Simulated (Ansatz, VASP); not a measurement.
PtS2: VASP beside Ansatz

```
Pt S
1.0
     3.37460    0.00000    0.00000
    -1.68730    2.92249    0.00000
     0.00000    0.00000    6.71378
Pt S
1 2
Direct
  0.00000 0.00000 0.00000
  0.33333 0.66667 0.20065
  0.66667 0.33333 0.79935
```

Alike in both runs: functional PBE; k mesh 12 × 12 × 6; occupations gaussian, width 0.05 eV; no spin polarisation.

Ansatz relaxed the structure, and its values are those at the end. VASP's run is a single point on that final structure, the one shown.

```csv
,VASP,Ansatz
version,VASP 6.6.1,Ansatz 0.2.0
potentials or method,"VASP PAW PBE potentials, release 64 (Pt, S), cutoff 520 eV","scalar-relativistic, plane waves, PAW"
valence electrons in the cell,22,30
```

|  | VASP | Ansatz | Ansatz less VASP |
| --- | --- | --- | --- |
| gap on the k mesh at the Fermi level (eV) | 1.45 | 1.46 | +0.005 |
| least direct gap on the mesh (eV) | 1.71 | 1.71 | -0.003 |
| pressure (GPa) | 6.7 | 7.1 | +0.42 |
| rms of the force components (eV/Å) | 0.023 | 0.001 | -0.0217 |

VASP's potentials hold 22 valence electrons a cell and Ansatz's 30, so a difference there can come from the potentials and not from the codes. Ansatz's warnings: stress scf threshold loose.

Spin-orbit coupling is off throughout.
